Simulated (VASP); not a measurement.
A run of VASP 6.6.1 is set up as follows.

File INCAR:

```
SYSTEM = HPt6
  PREC = Accurate
  ENCUT = 520
  EDIFF = 1E-6
  ISMEAR = 0
  SIGMA = 0.1
  LREAL = .False.
  LASPH = .True.
  NELM = 80
  ALGO = Normal
  ISIF = 2
  LWAVE = .False.
  LCHARG = .False.
  LDIPOL = .True.
  IDIPOL = 3
  DIPOL = 0.5 0.5 0.302
  GGA = PE
  NBANDS = 74
```

Contents of KPOINTS:

```
Automatic mesh
0
Gamma
  6 6 1
  0 0 0
```

The input POSCAR:

```
HPt6
1.0
    5.6143281343      0.0000000000      0.0000000000
   -2.8071640672      4.8621507895      0.0000000000
    0.0000000000      0.0000000000     22.6192653717
Pt H
12 2
Direct
    0.3333333333      0.1666666667      0.1768404028
    0.3333333333      0.6666666667      0.1768404028
    0.8333333333      0.1666666667      0.1768404028
    0.8333333333      0.6666666667      0.1768404028
    0.1666666667      0.3333333333      0.2789526245
    0.1666666667      0.8333333333      0.2789526245
    0.6666666667      0.3333333333      0.2789526245
    0.6666666667      0.8333333333      0.2789526245
    0.0000000000      0.0000000000      0.3810585901
    0.0000000000      0.5000000000      0.3810585901
    0.5000000000      0.0000000000      0.3810585901
    0.5000000000      0.5000000000      0.3810585901
    0.1731307263      0.3462614525      0.4433948321
    0.3268692737      0.6537385475      0.4433948321
```

Potentials or basis: VASP PAW PBE potentials, release 64 (Pt, H).

The run is started by

```sh
$ cat potpaw_PBE.64/Pt/POTCAR potpaw_PBE.64/H/POTCAR > POTCAR
$ mpirun -np 1 vasp_std > vasp.out
```

What does it give for the band gap on the k mesh?

Zero (bands 61 and 62 overlap by 0.70 eV).

Estimate the largest force.

1.453 eV/Å.

Forces on the atoms (eV/Å):
```
Pt   0.051  0.010 -0.073
Pt   0.000  0.041 -0.017
Pt  -0.051  0.010 -0.073
Pt   0.000 -0.026  0.073
Pt   0.000 -0.098 -0.341
Pt  -0.036  0.031 -0.063
Pt   0.000  0.027  0.360
Pt   0.036  0.031 -0.063
Pt   0.000  0.250  0.485
Pt   0.246 -0.035  1.125
Pt   0.000 -0.184  0.339
Pt  -0.246 -0.035  1.125
H    0.000 -0.141 -1.427
H    0.000  0.119 -1.448
```

Caveat: spin-orbit coupling is left out, which moves the levels of the heavy elements.
